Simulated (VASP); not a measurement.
Wanted: the native input for a VASP 6.6.1 run.

```yaml
Task: relaxation of cell and atoms
Functional: PBEsol
Potentials_or_basis: VASP PAW PBE potentials, release 64 (Ba_sv)
Cutoff: 600 eV
k_mesh: 10 × 10 × 6
Occupations: fermi-dirac, width 0.08 eV
Spin: no spin polarisation
Dipole_correction: no
Further_INCAR_settings: ALGO = Normal; EDIFF = 1e-06; IBRION = 2; EDIFFG = -0.005; NSW = 60; ISIF = 3
```

The structure of Ba lies in POSCAR:

```
Ba
1.0
    4.3568728122      0.0000000000      0.0000000000
   -2.1784364061      3.7731625364      0.0000000000
    0.0000000000      0.0000000000      7.0581339558
Ba
2
Direct
    0.3333333333      0.6666666667      0.2500000000
    0.6666666667      0.3333333333      0.7500000000
```

This isn't the form of Ba at room conditions, which is bcc.

These files were run (other wordings do the same):

INCAR

```
SYSTEM = Ba
  ALGO = Normal
  EDIFF = 1E-6
  EDIFFG = -0.005
  ENCUT = 600
  GGA = PS
  IBRION = 2
  ISIF = 3
  ISMEAR = -1
  LASPH = .TRUE.
  LCHARG = .FALSE.
  LREAL = .FALSE.
  LWAVE = .FALSE.
  NELM = 80
  NSW = 60
  PREC = Accurate
  SIGMA = 0.08
```

KPOINTS

```
k-points
0
G
  10 10 6
  0 0 0
```

Potentials or basis: VASP PAW PBE potentials, release 64 (Ba_sv).

Command:

```sh
$ cat potpaw_PBE.64/Ba_sv/POTCAR > POTCAR
$ mpirun -np 1 vasp_std > vasp.out
```

It gave:

The relaxed volume is 58.66 Å³/atom. The relaxed cell is a = 4.363 Å, b = 4.363 Å, c = 7.117 Å, α = 90.00°, β = 90.00°, γ = 120.00°, the space group after relaxing (to 0.1 Å) is P6_3/mmc (No. 194) and the energy gained by relaxing is 0.3 meV/atom. The ionic steps are 6. The pressure after relaxing is 0.0 GPa and the band gap on the k mesh is zero (bands 10 and 11 overlap by 0.35 eV).

Caveat: the PAW data sets were made with another functional, which shifts forces and pressure a little; spin-orbit coupling is left out, which moves the levels of the heavy elements.

Run time: 3.4 min on 1 thread of Intel(R) Xeon(R) Platinum 8488C (Sapphire Rapids) (shared host), peak memory 0.32 GiB.
